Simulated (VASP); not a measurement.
KTaO3: single point with PBEsol

Crystal: KTaO3.

```
K Ta O
1.0
     4.04294    0.00000    0.00000
     0.00000    4.04294    0.00000
     0.00000    0.00000    3.88122
K Ta O
1 1 3
Direct
  0.50000 0.50000 0.50000
  0.00000 0.00000 0.00000
  0.50000 0.00000 0.00000
  0.00000 0.50000 0.00000
  0.00000 0.00000 0.50000
```

This cell differs from its parent crystal: ratio of the length along z to the lengths across it x 0.96, volume and fractional coordinates fixed.

```
Program             : VASP 6.6.1
Task                : single point
Functional          : PBEsol
Potentials or basis : VASP PAW PBE potentials, release 64 (K_sv, Ta_pv, O)
Cutoff              : 520 eV
k mesh              : 8 × 8 × 8
Occupations         : gaussian, width 0.05 eV
Spin                : no spin polarisation
```

```json
{
 "Pressure": "0.9 GPa",
 "Band gap on the k mesh": "2.01 eV (least direct gap 2.62 eV)"
}
```

Stress tensor (GPa, compression positive):
```
-4.54  0.00  0.00
 0.00 -4.54  0.00
 0.00  0.00 11.92
```

Levels at points of the mesh, in eV from the valence-band top:
| k point | band 15 | band 16 | band 17 | band 18 | band 19 | band 20 | band 21 | band 22 | band 23 | band 24 |
| --- | --- | --- | --- | --- | --- | --- | --- | --- | --- | --- |
| (0.00, 0.00, 0.00) | -1.19 | -0.95 | -0.65 | -0.65 | -0.61 | 2.01 | 2.07 | 2.07 | 6.22 | 6.39 |
| (0.50, 0.00, 0.00) | -2.32 | -2.24 | -1.58 | -0.95 | -0.84 | 2.22 | 4.77 | 4.78 | 6.75 | 8.68 |
| (0.50, 0.50, 0.00) | -2.67 | -1.77 | -1.77 | -1.68 | -0.05 | 4.81 | 4.81 | 6.02 | 8.31 | 9.79 |
| (0.00, 0.00, 0.50) | -2.34 | -2.10 | -1.52 | -0.84 | -0.84 | 2.21 | 5.32 | 5.32 | 6.44 | 8.11 |
| (0.50, 0.00, 0.50) | -2.76 | -1.69 | -1.37 | -1.33 | -0.10 | 4.83 | 5.35 | 6.44 | 7.26 | 10.06 |
| (0.50, 0.50, 0.50) | -4.16 | -3.68 | -0.05 | -0.05 | 0.00 | 6.18 | 6.57 | 6.57 | 8.59 | 8.84 |

Run time: 2.3 min on 1 thread of Intel Xeon 8259CL, on a shared host, peak memory 0.26 GiB.

Caveat: the PAW data sets were made with another functional, which shifts forces and pressure a little; spin-orbit coupling is left out, which moves the levels of the heavy elements. A k mesh can miss the band edges.
